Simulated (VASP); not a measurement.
Ge:

```xyz
4
Lattice="4.0584 0.0000 0.0000 -2.0292 3.5147 0.0000 0.0000 0.0000 6.6930" Properties=species:S:1:pos:R:3 pbc="T T T"
Ge    0.0000    2.3431    0.0021
Ge    2.0292    1.1716    3.3486
Ge    0.0000    2.3431    2.5077
Ge    2.0292    1.1716    5.8542
```

| Property | Result |
| --- | --- |
| Program | VASP 6.6.1 |
| Task | relaxation of cell and atoms |
| Functional | r2SCAN |
| Potentials or basis | VASP PAW PBE potentials, release 64 (Ge_d) |
| Cutoff | 600 eV |
| k mesh | 6 × 6 × 4 |
| Occupations | fermi-dirac, width 0.02 eV |
| Spin | no spin polarisation |

At the start: pressure -2.6 GPa; volume 23.87 Å³/atom.

**Question.** How do energy, volume and symmetry change on relaxing?

**Answer.** Over 13 steps the energy falls by 9.1 meV/atom and the volume is 22.83 Å³/atom (-4.4 %); space group P6_3/mmc (No. 194, to 0.05 Å).

The path:
| step | energy change (eV) | largest force (eV/Å) | pressure (GPa) | volume (Å³) |
| --- | --- | --- | --- | --- |
| 1 | 0.0000 | 0.0101 | -2.63 | 95.47 |
| 2 | -0.0329 | 0.0134 | 0.99 | 90.15 |
| 3 | -0.0364 | 0.0120 | 0.00 | 91.33 |
| 4 | -0.0363 | 0.0117 | -0.05 | 91.42 |
| 5 | -0.0363 | 0.0081 | -0.05 | 91.41 |
| 6 | -0.0364 | 0.0007 | -0.08 | 91.41 |
| 7 | -0.0364 | 0.0044 | -0.01 | 91.32 |
| 8 | -0.0364 | 0.0070 | 0.12 | 91.32 |
| 9 | -0.0364 | 0.0045 | -0.02 | 91.32 |
| 10 | -0.0364 | 0.0060 | -0.02 | 91.32 |
| 11 | -0.0364 | 0.0002 | 0.12 | 91.30 |
| 12 | -0.0364 | 0.0024 | 0.08 | 91.31 |
| 13 | -0.0364 | 0.0024 | 0.00 | 91.31 |

Final structure:
```
Ge
1.0
     3.99913    0.00000    0.00000
    -1.99956    3.46335    0.00000
     0.00000    0.00000    6.59286
Ge
4
Direct
  0.33333 0.66667 0.00031
  0.66667 0.33333 0.50031
  0.33333 0.66667 0.37469
  0.66667 0.33333 0.87469
```

Caveat: the PAW data sets were made with another functional, which shifts forces and pressure a little.
